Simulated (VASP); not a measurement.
Set up this calculation in VASP 6.6.1, as the native input.

| Property | Result |
| --- | --- |
| Task | single point |
| Functional | PBEsol |
| Potentials or basis | VASP PAW PBE potentials, release 64 (Pd) |
| Cutoff | 520 eV |
| k mesh | 24 × 24 × 24 |
| Occupations | gaussian, width 0.1 eV |
| Spin | no spin polarisation |
| Dipole correction | no |
| Further INCAR settings | ALGO = Normal; EDIFF = 1e-06; NBANDS = 11 |

The structure of Pd lies in POSCAR:

```
Pd
1.0
    0.0000000000      1.9377401682      1.9377401682
    1.9377401682      0.0000000000      1.9377401682
    1.9377401682      1.9377401682      0.0000000000
Pd
1
Direct
    0.0000000000      0.0000000000      0.0000000000
```

One way to write it, as run:

INCAR

```
PREC     = Accurate       # precision mode
ENCUT    = 520            # plane-wave cutoff, eV
EDIFF    = 1E-6           # SCF threshold, eV
ISMEAR   = 0              # smearing method
SIGMA    = 0.1            # smearing width, eV
LREAL    = F              # projectors in reciprocal space
LASPH    = T              # aspherical terms in the spheres
NELM     = 100            # most SCF steps
ALGO     = Normal         # electronic algorithm
ISIF     = 2              # what is computed and relaxed
LWAVE    = F              # write WAVECAR
LCHARG   = T              # write CHGCAR
GGA      = PS             # functional
LELF     = T              # ELF
LVHAR    = T            
NBANDS   = 11             # bands
```

KPOINTS

```
Automatic mesh
0
Gamma
  24 24 24
```

Potentials or basis: VASP PAW PBE potentials, release 64 (Pd).

The run is started by

```bash
$ cat potpaw_PBE.64/Pd/POTCAR > POTCAR
$ mpirun -np 1 vasp_std > vasp.out
```

It gave:

```yaml
Pressure: -0.3 GPa
Band_gap_on_the_k_mesh: zero (band 5 reaches 10.16 eV, above the bottom of band 6 at 8.54 eV)
```

Caveat: the PAW data sets were made with another functional, which shifts forces and pressure a little.

It took 2.2 min on 1 thread of AMD EPYC 7R13, with other jobs on the host, peak memory 0.15 GiB.
